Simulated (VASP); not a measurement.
# InSe in VASP: single point with LDA

Aim: the single point of InSe with LDA.

Everything below comes from runs of VASP 6.6.1. Logs are shortened: lines on timing, memory, paths and dates and some standing lists are left out, and cuts for length are marked.

## (1) The cell of the first run

The cell holds a sheet with vacuum, 4 atoms: a = 4.000 Å, b = 4.000 Å, c = 34.560 Å, α = 90.00°, β = 90.00°, γ = 120.00°.

## (2) Single point, LDA

INCAR reads:

```
PREC = Accurate
ENCUT = 520
EDIFF = 1E-6
ISMEAR = 0
SIGMA = 0.02
LREAL = False
LASPH = True
NELM = 100
ALGO = Normal
ISIF = 2
LWAVE = False
LCHARG = False
LDIPOL = True
IDIPOL = 3
DIPOL = 0.5 0.5 0.338
NBANDS = 27
```

KPOINTS reads:

```
regular mesh
0
Gamma
  12 12 1
```

POSCAR reads:

```
InSe
1.0
    4.0000000000      0.0000000000      0.0000000000
   -2.0000000000      3.4641016151      0.0000000000
    0.0000000000      0.0000000000     34.5600000019
Se In
2 2
Direct
    0.3333333333      0.6666666667      0.2624875627
    0.3333333333      0.6666666667      0.4140170669
    0.0000000000      0.0000000000      0.2986054386
    0.0000000000      0.0000000000      0.3778991910
```

Potentials or basis: VASP PAW LDA potentials, release 64 (Se, In_d).

Command:

```bash
$ cat potpaw_LDA.64/Se/POTCAR potpaw_LDA.64/In_d/POTCAR > POTCAR
$ mpirun -np 1 vasp_std > vasp.out
```

OUTCAR:

```text
PREC = Accurate
   ENCUT = 520
   EDIFF = 1E-6
   ISMEAR = 0
   LREAL = False
   LASPH = True
   NELM = 100
   ISIF = 2

 ion  position               nearest neighbor table
   1  0.333  0.667  0.262-   3 2.63   3 2.63   3 2.63
   2  0.333  0.667  0.414-   4 2.63   4 2.63   4 2.63
   3  0.000  0.000  0.299-   1 2.63   1 2.63   1 2.63   4 2.74
   4  0.000  0.000  0.378-   2 2.63   2 2.63   2 2.63   3 2.74

  LATTYP: Found a hexagonal cell.
 ALAT       =     4.0000000000
 C/A-ratio  =     8.6400000005

  Lattice vectors:

 A1 = (   4.0000000000,   0.0000000000,   0.0000000000)
 A2 = (  -2.0000000000,   3.4641016151,   0.0000000000)
 A3 = (   0.0000000000,   0.0000000000,  34.5600000019)

Analysis of symmetry for initial positions (statically):
=====================================================================
 Subroutine PRICEL returns:
 Original cell was already a primitive cell.

 Routine SETGRP: Setting up the symmetry group for a
 hexagonal supercell.

 Subroutine GETGRP returns: Found 12 space group operations
 (whereof  6 operations were pure point group operations)
 out of a pool of 24 trial point group operations.

The static configuration has the point symmetry C_3v.
 The point group associated with its full space group is D_3h.

Analysis of symmetry for dynamics (positions and initial velocities):
=====================================================================
 Subroutine PRICEL returns:
 Original cell was already a primitive cell.

 Routine SETGRP: Setting up the symmetry group for a
 hexagonal supercell.

 Subroutine GETGRP returns: Found 12 space group operations
 (whereof  6 operations were pure point group operations)
 out of a pool of 24 trial point group operations.

The dynamic configuration has the point symmetry C_3v.
 The point group associated with its full space group is D_3h.

 Subroutine INISYM returns: Found 12 space group operations
 (whereof  6 operations are pure point group operations),
 and found     1 'primitive' translations

----------------------------------------------------------------------------------------

                                     Primitive cell

  volume of cell :     478.8774

  direct lattice vectors                    reciprocal lattice vectors
     4.000000000  0.000000000  0.000000000     0.250000000  0.144337567  0.000000000
    -2.000000000  3.464101615  0.000000000     0.000000000  0.288675135  0.000000000
     0.000000000  0.000000000 34.560000002     0.000000000  0.000000000  0.028935185

  length of vectors
     4.000000000  4.000000000 34.560000002     0.288675135  0.288675135  0.028935185

  position of ions in fractional coordinates (direct lattice)
     0.333333333  0.666666667  0.262487563
     0.333333333  0.666666667  0.414017067
     0.000000000  0.000000000  0.298605439
     0.000000000  0.000000000  0.377899191

  ion indices of the primitive-cell ions
   primitive index   ion index
                 1           1
                 2           2
                 3           3
                 4           4

----------------------------------------------------------------------------------------

 KPOINTS: regular mesh

Automatic generation of k-mesh.
 Grid dimensions read from file:
 generate k-points for:   12   12    1

 Generating k-lattice:

  Cartesian coordinates                     Fractional coordinates (reciprocal lattice)
     0.020833333  0.012028131  0.000000000     0.083333333 -0.000000000  0.000000000
     0.000000000  0.024056261  0.000000000     0.000000000  0.083333333  0.000000000
     0.000000000  0.000000000  0.028935185     0.000000000  0.000000000  1.000000000

  Length of vectors
     0.024056261  0.024056261  0.028935185

  Shift w.r.t. Gamma in fractional coordinates (k-lattice)
     0.000000000  0.000000000  0.000000000

 Subroutine IBZKPT returns following result:
 ===========================================

 Found     19 irreducible k-points:

 Following reciprocal coordinates:
            Coordinates               Weight
  0.000000  0.000000  0.000000      1.000000
  0.083333  0.000000  0.000000      6.000000
  0.166667  0.000000  0.000000      6.000000
  0.250000  0.000000  0.000000      6.000000
  0.333333  0.000000  0.000000      6.000000
  0.416667 -0.000000  0.000000      6.000000
[... 11 lines left out ...]
  0.333333  0.250000  0.000000     12.000000
  0.333333  0.333333  0.000000      2.000000
   k-points           NKPTS =     19   k-points in BZ     NKDIM =     19   number of bands    NBANDS=     27
   number of dos      NEDOS =    301   number of ions     NIONS =      4
   total plane-waves  NPLWV = 243000
   dimension x,y,z NGX =    30 NGY =   30 NGZ =  270
   dimension x,y,z NGXF=    60 NGYF=   60 NGZF=  540
   ions per type =               2   2
   NGX,Y,Z   is equivalent  to a cutoff of  12.47, 12.47, 12.99 a.u.
   NGXF,Y,Z  is equivalent  to a cutoff of  24.94, 24.94, 25.98 a.u.
 SYSTEM =  unknown system
   PREC   = accura    normal or accurate (medium, high low for compatibility)
   ISTART =      0    job   : 0-new  1-cont  2-samecut
   ICHARG =      2    charge: 1-file 2-atom 10-const
   ISPIN  =      1    spin polarized calculation?
   LNONCOLLINEAR =      F non collinear calculations
   LSORBIT =      F    spin-orbit coupling
   LASPH  =      T    aspherical Exc in radial PAW
   ENCUT  =  520.0 eV  38.22 Ry    6.18 a.u.   7.44  7.44 64.26*2*pi/ulx,y,z
   NELM   =    100;   NELMIN=  2; NELMDL= -5     # of ELM steps
   EDIFF  = 0.1E-05   stopping-criterion for ELM
   LREAL  =      F    real-space projection
   EDIFFG = 0.1E-04   stopping-criterion for IOM
   NSW    =      0    number of steps for IOM
   IBRION =     -1    ionic relax: 0-MD 1-quasi-New 2-CG
   NFREE  =      0    steps in history (QN), initial steepest desc. (CG)
   ISIF   =      2    stress and relaxation
   ISYM   =      2    0-nonsym 1-usesym 2-fastsym
   POTIM  = 0.5000    time-step for ionic-motion
   TEBEG  =    0.0;   TEEND  =   0.0 temperature during run
   PSTRESS=    0.0 pullay stress
   NELECT =      38.0000    total number of electrons
   NUPDOWN=      -1.0000    fix difference up-down
   EMIN   =  10.00;   EMAX   =-10.00  energy-range for DOS
   EFERMI =   0.00;   METHOD = LEGACY
   ISMEAR =     0;   SIGMA  =   0.02  broadening in eV -4-tet -1-fermi 0-gaus
   EFERMI_NEDOS =   21; number of points for ismear=-14 and -15
   IALGO  =     38    algorithm
   IMIX   =      4    mixing-type and parameters
     AMIX     =   0.40;   BMIX     =  1.00
     AMIX_MAG =   1.60;   BMIX_MAG =  1.00
  volume/ion in A,a.u.               =     119.72       807.91
  Fermi-wavevector in a.u.,A,eV,Ry     =   0.703495  1.329413  6.733601  0.494906
  Thomas-Fermi vector in A             =   1.788482
   LORBIT       =      0    0 simple, 1 ext, 2 COOP (PROOUT), +10 PAW based schemes
   GGA     = CA    functional components
   LHFCALC =     F    Hartree Fock is set to
   AEXX    =    0.0000 exact exchange contribution
   IVDW    =     0    specifies the selected vdW correction
   LEPSILON=     F    determine dielectric tensor
   LRPA    =     F    only Hartree local field effects (RPA)
 non-spin polarized calculation
 Gauss-broadening in eV      SIGMA  =   0.02
  energy-cutoff  :      520.00
  volume of cell :      478.88
 maximum number of plane-waves:     12987
 NGX is ok and might be reduce to    30
   NGX = 15   NGY = 15   NGZ =129

 dipolmoment           0.000000      0.000000     -0.000005 electrons x Angstroem

 number of electron      37.9999989 magnetization

 dipolmoment           0.000000      0.000000      0.000003 electrons x Angstroem

 Free energy of the ion-electron system (eV)
  ---------------------------------------------------
  ext. energy  EPLUGINS =         0.00000000
  ---------------------------------------------------
  free energy    TOTEN  =       -16.52368639 eV

  energy without entropy =      -16.52368639  energy(sigma->0) =      -16.52368639

 E-fermi :  -3.7235     XC(G=0):  -2.5408

 val. band max:       -3.8388464929   @ k =   0.0833   0.0833   0.0000
 cond. band min:      -2.3808729455   @ k =   0.0000   0.0000   0.0000
 fundamental gap:      1.4579735474
 Fermi energy:        -3.7234884360

 k-point     1 :       0.0000    0.0000    0.0000
  band No.  band energies     occupation
      1     -17.9534      2.00000
      2     -17.7307      2.00000
      3     -17.7307      2.00000
      4     -17.6281      2.00000
      5     -17.6281      2.00000
      6     -17.6213      2.00000
[... 19 lines left out ...]
     26       2.3306      0.00000
     27       2.3674      0.00000

 k-point     2 :       0.0833    0.0000    0.0000
  band No.  band energies     occupation
      1     -17.9532      2.00000
      2     -17.7604      2.00000
      3     -17.7297      2.00000
      4     -17.6684      2.00000
      5     -17.6238      2.00000
      6     -17.6227      2.00000
[... 19 lines left out ...]
     26       2.1603      0.00000
     27       2.4171      0.00000

 k-point     3 :       0.1667    0.0000    0.0000
  band No.  band energies     occupation
      1     -17.9575      2.00000
      2     -17.8238      2.00000
      3     -17.7529      2.00000
      4     -17.7280      2.00000
      5     -17.6301      2.00000
      6     -17.6081      2.00000
[... 19 lines left out ...]
     26       2.2422      0.00000
     27       2.6675      0.00000

 k-point     4 :       0.2500    0.0000    0.0000
  band No.  band energies     occupation
      1     -17.9833      2.00000
      2     -17.8708      2.00000
      3     -17.8387      2.00000
      4     -17.7274      2.00000
      5     -17.6384      2.00000
      6     -17.5881      2.00000
[... 19 lines left out ...]
     26       2.4510      0.00000
     27       3.0860      0.00000
[... 366 lines left out ...]
      4     -17.7457      2.00000
      5     -17.6333      2.00000
      6     -17.5708      2.00000
[... 19 lines left out ...]
     26       3.4842      0.00000
     27       3.7585      0.00000

 k-point    18 :       0.3333    0.2500    0.0000
  band No.  band energies     occupation
      1     -18.0778      2.00000
      2     -17.9713      2.00000
      3     -17.8825      2.00000
      4     -17.7508      2.00000
      5     -17.6295      2.00000
      6     -17.5713      2.00000
[... 19 lines left out ...]
     26       3.8318      0.00000
     27       3.9157      0.00000

 k-point    19 :       0.3333    0.3333    0.0000
  band No.  band energies     occupation
      1     -18.0805      2.00000
      2     -17.9759      2.00000
      3     -17.8821      2.00000
      4     -17.7545      2.00000
      5     -17.6237      2.00000
      6     -17.5765      2.00000
[... 19 lines left out ...]
     26       3.7364      0.00000
     27       4.0640      0.00000

------------------------ aborting loop because EDIFF is reached ----------------------------------------

 vacuum level on the upper side and lower side of the slab       (xc-potential included)        -0.006        -0.006

  FORCE on cell =-STRESS in cart. coord.  units (eV):
  Direction    XX          YY          ZZ          XY          YZ          ZX
  --------------------------------------------------------------------------------------
  -------------------------------------------------------------------------------------
  Total       -0.6636552     -0.6636552      0.0930454      0.0000000      0.0000000      0.0000000
  in kB       -2.2203872     -2.2203872      0.3113014      0.0000000      0.0000000      0.0000000
  external PRESSURE =      -1.3764910 kB  Pullay stress =       0.0000000 kB

 VOLUME and BASIS-vectors are now :
 -----------------------------------------------------------------------------
  energy-cutoff  :      520.00
  volume of cell :      478.88
      direct lattice vectors                 reciprocal lattice vectors
     4.000000000  0.000000000  0.000000000     0.250000000  0.144337567  0.000000000
    -2.000000000  3.464101615  0.000000000     0.000000000  0.288675135  0.000000000
     0.000000000  0.000000000 34.560000002     0.000000000  0.000000000  0.028935185

 POSITION                                       TOTAL-FORCE (eV/Angst)
 -----------------------------------------------------------------------------------
     -0.00000      2.30940      9.07157         0.000000     -0.000000     -0.028625
     -0.00000      2.30940     14.30843         0.000000     -0.000000      0.028625
      0.00000      0.00000     10.31980         0.000000      0.000000      0.012013
      0.00000      0.00000     13.06020        -0.000000      0.000000     -0.012013
 -----------------------------------------------------------------------------------
    total drift:                               -0.000000     -0.000000      0.000101

  FREE ENERGIE OF THE ION-ELECTRON SYSTEM (eV)
  ---------------------------------------------------
  free  energy   TOTEN  =       -16.5236863898 eV

  energy  without entropy=      -16.5236863898  energy(sigma->0) =      -16.52368639

 vacuum level on the upper side and lower side of the slab         2.279         2.279
```

It took 12 min on 1 thread of Intel Xeon Platinum 8259CL at 2.50GHz (Skylake/Cascade Lake), shared host; peak memory 0.53 GiB.

What came out:

```
Free energy            : -16.5237 eV
Largest force          : 0.029 eV/Å
Band gap on the k mesh : 1.46 eV (least direct gap 1.55 eV)
```

Forces on the atoms (eV/Å):
```
Se   0.000  0.000 -0.029
Se   0.000  0.000  0.029
In   0.000  0.000  0.012
In   0.000  0.000 -0.012
```

Levels at points of the mesh, in eV from the valence-band top:
```
           k point  band 17  band 18  band 19  band 20  band 21  band 22
(0.00, 0.00, 0.00)    -0.50    -0.50    -0.09     1.46     2.62     4.91
(0.50, 0.00, 0.00)    -1.61    -1.50    -1.02     2.20     2.28     4.12
```

Caveat: spin-orbit coupling is left out, which moves the levels of the heavy elements.
